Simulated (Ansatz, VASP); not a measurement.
**CoW3 in VASP and in Ansatz**

```xyz
4
Lattice="0.0000 3.1074 3.1074 3.1074 0.0000 3.1074 3.1074 3.1074 0.0000" Properties=species:S:1:pos:R:3 pbc="T T T"
W     1.5537    1.5537    1.5537
W     4.6611    4.6611    4.6611
W     3.1074    3.1074    3.1074
Co    0.0000    0.0000    0.0000
```

Alike in both runs: functional PBE; k mesh 6 × 6 × 6; occupations gaussian, width 0.1 eV; collinear spin.

Ansatz relaxed the structure, and its values are those at the end. VASP's run is a single point on that final structure, the one shown.

|  | VASP | Ansatz |
| --- | --- | --- |
| version | VASP 6.6.1 | Ansatz 0.2.0 |
| potentials or method | VASP PAW PBE potentials, release 64 (W_sv, Co), cutoff 520 eV | scalar-relativistic, plane waves, PAW |
| valence electrons in the cell | 51 | 59 |

Ansatz gave:

```
gap on the k mesh at the Fermi level (eV)                     : none
pressure (GPa)                                                : 0.0
net moment per atom (μB)                                      : 0.45
size of the moment on the site where the two differ most (μB) : 1.37
```

Q: What did VASP give for the same quantities?

A: gap on the k mesh at the Fermi level (eV): none; pressure (GPa): 0.4; net moment per atom (μB): 0.45; size of the moment on the site where the two differ most (μB): 1.32.

Site moments also hang on the region over which each program counts them. A gap of «none» marks a metal or a gap that the smearing closes. VASP's potentials hold 51 valence electrons a cell and Ansatz's 59, so a difference there can come from the potentials and not from the codes.

Neither program's run includes spin-orbit coupling.
